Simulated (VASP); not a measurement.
Wanted: the native input for a VASP 6.6.1 run.

```
Task                   : single point
Functional             : r2SCAN
Potentials or basis    : VASP PAW PBE potentials, release 64 (Ta_pv)
Cutoff                 : 520 eV
k mesh                 : 16 × 16 × 16
Occupations            : fermi-dirac, width 0.1 eV
Spin                   : no spin polarisation
Dipole correction      : no
Further INCAR settings : ALGO = Normal; EDIFF = 1e-06; NBANDS = 12
```

Crystal: Ta.

```
CELL_PARAMETERS angstrom
-1.42496 1.42496 1.42496
1.42496 -1.42496 1.42496
1.42496 1.42496 -1.42496
ATOMIC_POSITIONS crystal
Ta 0.00000 0.00000 0.00000
```

This cell differs from its parent crystal: volume scaled by 0.64.

The input as run:

POSCAR

```
Ta
1.0
   -1.4249564083      1.4249564083      1.4249564083
    1.4249564083     -1.4249564083      1.4249564083
    1.4249564083      1.4249564083     -1.4249564083
Ta
1
Direct
    0.0000000000      0.0000000000      0.0000000000
```

INCAR.step1

```
SYSTEM = Ta
  PREC = Accurate
  ENCUT = 520
  ISMEAR = -1
  SIGMA = 0.1
  LREAL = .False.
  LASPH = .True.
  NELM = 100
  NBANDS = 12
  GGA = PE
  ALGO = Normal
  EDIFF = 1E-4
  LWAVE = .True.
  LCHARG = .False.
```

INCAR.step2

```
SYSTEM = Ta
  PREC = Accurate
  ENCUT = 520
  EDIFF = 1E-6
  ISMEAR = -1
  SIGMA = 0.1
  LREAL = .False.
  LASPH = .True.
  NELM = 100
  ALGO = Normal
  ISIF = 2
  LWAVE = .False.
  LCHARG = .False.
  METAGGA = R2SCAN
  LMIXTAU = .True.
  NBANDS = 12
  ISTART = 1
```

KPOINTS

```
regular mesh
0
Gamma
  16 16 16
  0 0 0
```

Potentials or basis: VASP PAW PBE potentials, release 64 (Ta_pv).

Launch:

```console
$ cat potpaw_PBE.64/Ta_pv/POTCAR > POTCAR
$ cp INCAR.step1 INCAR
$ mpirun -np 1 vasp_std > vasp.out
$ cp INCAR.step2 INCAR
$ mpirun -np 1 vasp_std > vasp.out
```

It gave:

The pressure is 206.3 GPa.

Caveat: the PAW data sets were made with another functional, which shifts forces and pressure a little.

Run time: 2.4 min on 1 thread of AMD EPYC 7R13, on a shared host, peak memory 0.11 GiB.
